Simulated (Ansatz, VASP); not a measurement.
**One calculation of CdSe, two programs**

```
CELL_PARAMETERS angstrom
0.00000 -3.04131 -3.04131
0.00000 3.04131 -3.04131
6.08262 0.00000 0.00000
ATOMIC_POSITIONS crystal
Cd 0.51326 0.53024 0.50000
Cd 0.98674 0.96976 0.00000
Se 0.03243 0.50045 0.25000
Se 0.46757 0.99955 0.75000
```

Change from the starting cell: mode 4 frozen in at -0.132 Å and mode 11 at -0.100 Å (largest displacements).

Alike in both runs: task single point; functional PBEsol; k mesh 8 × 8 × 6; occupations gaussian, width 0.05 eV; no spin polarisation.

|  | VASP | Ansatz |
| --- | --- | --- |
| version | VASP 6.6.1 | Ansatz 0.2.0 |
| potentials or method | VASP PAW PBE potentials, release 64 (Cd, Se), cutoff 520 eV | scalar-relativistic, plane waves, PAW |
| valence electrons in the cell | 36 | 72 |

Ansatz gave:

| Item | Value |
| --- | --- |
| gap on the k mesh at the Fermi level (eV) | 0.47 |
| least direct gap on the mesh (eV) | 0.47 |
| pressure (GPa) | 0.4 |
| traceless stress, the component that is largest in VASP (GPa) | -0.33 |
| rms of the force components (eV/Å) | 0.484 |

Question: Which values does VASP return?

Answer: gap on the k mesh at the Fermi level (eV): 0.47; least direct gap on the mesh (eV): 0.47; pressure (GPa): 0.8; traceless stress, the component that is largest in VASP (GPa): -0.33; rms of the force components (eV/Å): 0.499.

VASP's potentials were made for PBE, not for PBEsol. Atom by atom the forces differ by 0.016 eV/Å (rms over components). The functional is the same, so the differences come from potentials, cutoffs and numerics. VASP's potentials hold 36 valence electrons a cell and Ansatz's 72, so a difference there can come from the potentials and not from the codes.
